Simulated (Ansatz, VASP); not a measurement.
## KHf3O2 in VASP and in Ansatz

```
K Hf O
1.0
     3.18932    0.00000    0.00000
    -1.59466    2.76203    0.00000
     0.00000    0.00000   12.09510
K Hf O
1 3 2
Cartesian
  0.0000 0.0000 0.0000
  0.0000 0.0000 3.2604
  0.0000 0.0000 8.8347
  0.0000 0.0000 6.0476
  0.0000 1.8414 10.0575
  1.5947 0.9207 2.0376
```

Alike in both runs: functional PBE; k mesh 12 × 12 × 4; occupations gaussian, width 0.1 eV; no spin polarisation.

Ansatz relaxed the structure, and its values are those at the end. VASP's run is a single point on that final structure, the one shown.

|  | VASP | Ansatz |
| --- | --- | --- |
| version | VASP 6.6.1 | Ansatz 0.2.0 |
| potentials or method | VASP PAW PBE potentials, release 64 (K_sv, Hf_pv, O), cutoff 520 eV | scalar-relativistic, plane waves, PAW |
| valence electrons in the cell | 51 | 99 |

Ansatz gave:

```
gap on the k mesh at the Fermi level (eV) : none
pressure (GPa)                            : 0.0
rms of the force components (eV/Å)        : 0.001
```

Task: Which values does VASP return?

Result: gap on the k mesh at the Fermi level (eV): none; pressure (GPa): -0.8; rms of the force components (eV/Å): 0.063.

A gap of «none» marks a metal or a gap that the smearing closes. The functional is the same, so the differences come from potentials, cutoffs and numerics. VASP's potentials hold 51 valence electrons a cell and Ansatz's 99, so a difference there can come from the potentials and not from the codes.

Neither program's run includes spin-orbit coupling.
